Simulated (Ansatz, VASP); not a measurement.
## One calculation of Ag, two programs

```
Ag
1.0
     2.89975    0.00000    0.00000
     1.44988    2.51126    0.00000
     1.44988    0.83709    2.36764
Ag
1
Direct
  0.00000 0.00000 0.00000
```

Alike in both runs: functional r2SCAN; k mesh 13 × 13 × 13; no spin polarisation.

Ansatz relaxed the structure, and its values are those at the end. VASP's run is a single point on that final structure, the one shown.

|  | VASP | Ansatz |
| --- | --- | --- |
| version | VASP 6.6.1 | Ansatz 0.2.0 |
| potentials or method | VASP PAW PBE potentials, release 64 (Ag) | plane waves, PAW |
| plane-wave cutoff (eV) | 520 | 500 |
| occupations | methfessel-paxton of order 1, width 0.05 eV | cold, width 0.05 eV |
| valence electrons in the cell | 11 | 19 |

VASP gave:

- pressure (GPa): 0.1

Problem. Which values does Ansatz return?

Solution. Pressure (GPa): 0.0.

VASP's potentials were made for PBE, not for r2SCAN. VASP's potentials hold 11 valence electrons a cell and Ansatz's 19, so a difference there can come from the potentials and not from the codes.
